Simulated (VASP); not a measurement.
A run of VASP 6.6.1 is set up as follows.

INCAR

```
  ALGO = Normal
  DIPOL = 0.5 0.5 0.500
  EDIFF = 1E-6
  ENCUT = 520
  GGA = PS
  IDIPOL = 3
  ISIF = 2
  ISMEAR = 0
  LASPH = T
  LCHARG = F
  LDIPOL = T
  LREAL = F
  LWAVE = F
  NBANDS = 59
  NELM = 100
  PREC = Accurate
  SIGMA = 0.05
```

Contents of KPOINTS:

```
k-points
0
Gamma
  9 9 1
```

Contents of POSCAR:

```
Bi2Se3
1.0
    4.1303407969      0.0000000000      0.0000000000
   -2.0651703984      3.5769800564      0.0000000000
    0.0000000000      0.0000000000     31.5056190378
Se Bi
6 4
Direct
    0.0000000000      0.0000000000      0.2380527737
    0.6666666667      0.3333333333      0.3485998919
    0.3333333333      0.6666666667      0.4591470101
    0.6666666667      0.3333333333      0.5408529899
    0.3333333333      0.6666666667      0.6514001081
    0.0000000000      0.0000000000      0.7619472263
    0.3333333333      0.6666666667      0.2878051335
    0.0000000000      0.0000000000      0.4093946503
    0.0000000000      0.0000000000      0.5906053497
    0.6666666667      0.3333333333      0.7121948665
```

Potentials or basis: VASP PAW PBE potentials, release 64 (Se, Bi_d).

Run with:

```console
$ cat potpaw_PBE.64/Se/POTCAR potpaw_PBE.64/Bi_d/POTCAR > POTCAR
$ mpirun -np 1 vasp_std > vasp.out
```

**Question.** Predict the largest force.

**Answer.** 0.098 eV/Å.

**Question.** What does it give for the band gap on the k mesh?

**Answer.** 0.46 eV.

Forces on the atoms (eV/Å):
```
Se   0.000  0.000  0.089
Se   0.000  0.000  0.009
Se   0.000  0.000  0.027
Se   0.000  0.000 -0.027
Se   0.000  0.000 -0.009
Se   0.000  0.000 -0.089
Bi   0.000  0.000 -0.098
Bi   0.000  0.000 -0.023
Bi   0.000  0.000  0.023
Bi   0.000  0.000  0.098
```

Caveat: the PAW data sets were made with another functional, which shifts forces and pressure a little; spin-orbit coupling is left out, which moves the levels of the heavy elements.
